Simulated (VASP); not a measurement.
## CdF2: relaxation of cell and atoms with PBE

The system is CdF2.

```
Cd F
1.0
     0.00000    2.74068    2.74068
     2.74068    0.00000    2.74068
     2.74068    2.74068    0.00000
Cd F
1 2
Direct
  0.50000 0.50000 0.50000
  0.25000 0.25000 0.25000
  0.75000 0.75000 0.75000
```

This cell differs from its parent crystal: atoms taken out.

```
Program                : VASP 6.6.1
Task                   : relaxation of cell and atoms
Functional             : PBE
Potentials or basis    : VASP PAW PBE potentials, release 64 (Cd, F)
Cutoff                 : 600 eV
k mesh                 : 8 × 8 × 8
Occupations            : gaussian, width 0.02 eV
Spin                   : no spin polarisation
Dipole correction      : no
Further INCAR settings : ALGO = Normal; EDIFF = 1e-07; IBRION = 2; EDIFFG = -0.01; NSW = 100; ISIF = 3
```

```yaml
Relaxed_volume: 13.79 Å³/atom
Relaxed_cell: a = 3.882 Å, b = 3.882 Å, c = 3.882 Å, α = 60.00°, β = 60.00°, γ = 60.00°
Space_group_after_relaxing_to_0.1_Å: Fm-3m (No. 225)
Energy_gained_by_relaxing: 0.1 meV/atom
Ionic_steps: 2
Pressure_after_relaxing: -0.1 GPa
Band_gap_on_the_k_mesh: 2.87 eV (least direct gap 3.43 eV)
```

Step by step:
```tsv
step	energy change (eV)	largest force (eV/Å)	pressure (GPa)	volume (Å³)
1	0.0000	0.0000	0.36	41.17
2	-0.0002	0.0000	-0.06	41.36
```

Final structure:
```yaml
crystal:
  lattice:
    - [0.00000, 2.74479, 2.74479]
    - [2.74479, 0.00000, 2.74479]
    - [2.74479, 2.74479, 0.00000]
  atoms:
    - { symbol: Cd, position: [0.50000, 0.50000, 0.50000] }
    - { symbol: F, position: [0.25000, 0.25000, 0.25000] }
    - { symbol: F, position: [0.75000, 0.75000, 0.75000] }
```

Levels at points of the mesh, in eV from the valence-band top:
```
           k point  band 9  band 10  band 11  band 12  band 13  band 14  band 15  band 16  band 17
(0.00, 0.00, 0.00)   -0.84    -0.84    -0.56    -0.56    -0.56     2.87    12.43    12.43    12.43
(0.50, 0.00, 0.00)   -2.04    -1.64    -1.64    -0.43    -0.43     6.75     8.97    14.01    14.01
(0.50, 0.50, 0.00)   -2.67    -2.67    -0.40    -0.08    -0.08     7.55     9.35    11.80    13.78
```

It took 20 s on 1 thread of Intel(R) Xeon(R) 6975P-C (Granite Rapids) (shared host), peak memory 0.19 GiB.

Caveat: the cell differs from its parent crystal (atoms taken out). A k mesh can miss the band edges.
